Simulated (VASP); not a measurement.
Nb2Si2O:

```
Nb Si O
1.0
    -1.85859    1.85859    5.09044
     1.85859   -1.85859    5.09044
     1.85859    1.85859   -5.09044
Nb Si O
2 2 1
Direct
  0.75000 0.25000 0.50000
  0.25000 0.75000 0.50000
  0.37500 0.37500 0.00000
  0.62500 0.62500 0.00000
  0.00000 0.00000 0.00000
```

The cell was built from a structure type or drawn by symmetry, and may not be a known phase.

```yaml
Program: VASP 6.6.1
Task: relaxation of cell and atoms
Functional: PBE
Potentials_or_basis: VASP PAW PBE potentials, release 64 (Nb_sv, Si, O)
Cutoff: 600 eV
k_mesh: 6 × 6 × 6
Occupations: gaussian, width 0.1 eV
Spin: no spin polarisation
```

At the start: pressure 62.8 GPa; volume 14.07 Å³/atom.

Problem. How do energy, volume and symmetry change on relaxing?

Solution. Over 35 steps the energy falls by 1639.4 meV/atom and the volume is 16.02 Å³/atom (+13.9 %); space group I4/mmm (No. 139, to 0.1 Å) before and after.

The path:
```csv
step,energy change (eV),largest force (eV/Å),pressure (GPa),volume (Å³)
1,0.0000,9.5408,62.77,70.34
2,2.3983,10.5877,-15.63,142.14
3,-5.1001,1.0453,-5.03,94.94
4,-5.1739,0.3913,-2.28,92.52
5,-5.1856,0.0010,-0.50,91.14
6,-5.1843,0.1294,-1.10,91.59
7,-5.2296,0.5973,-0.05,91.00
8,-5.3117,2.4734,3.47,89.06
9,-5.3196,2.5185,3.53,89.04
10,-5.3438,2.6565,3.74,88.97
11,-5.3930,2.9465,4.14,88.81
12,-5.4836,3.5932,4.88,88.43
13,-5.5816,5.1993,6.17,87.41
14,-5.0986,10.4718,9.43,84.29
15,-5.5103,6.2779,6.79,86.97
16,-5.5394,6.3062,6.64,86.97
17,-5.6170,6.4152,6.16,86.94
18,-5.7232,6.7401,5.15,86.77
19,-5.7233,7.9878,3.02,85.93
20,-5.9674,6.8897,1.48,86.07
21,-6.4897,4.5813,-2.53,86.41
22,-7.0661,2.5538,-8.44,86.70
23,-7.6082,1.4301,-11.51,85.63
24,-7.4786,2.3232,-12.39,86.32
25,-7.5880,2.0832,-12.52,86.02
26,-7.6043,1.9673,-12.38,85.92
27,-7.9117,1.5180,-8.03,83.12
28,-8.1416,0.7215,0.60,78.79
29,-8.1454,0.5847,2.20,78.12
30,-8.1454,0.6157,1.84,78.27
31,-8.1608,0.5281,1.37,78.66
32,-8.1865,0.3130,0.07,79.84
33,-8.1889,0.2476,-0.37,80.29
34,-8.1936,0.1716,-0.13,80.22
35,-8.1972,0.0165,0.36,80.10
```

Final structure:
```
CELL_PARAMETERS angstrom
-2.52597 2.52597 3.13830
2.52597 -2.52597 3.13830
2.52597 2.52597 -3.13830
ATOMIC_POSITIONS crystal
Nb 0.75000 0.25000 0.50000
Nb 0.25000 0.75000 0.50000
Si 0.28663 0.28663 0.00000
Si 0.71337 0.71337 0.00000
O 0.00000 0.00000 0.00000
```

Caveat: a cell axis changed by over 15 % at a fixed basis, so the end point is rough.
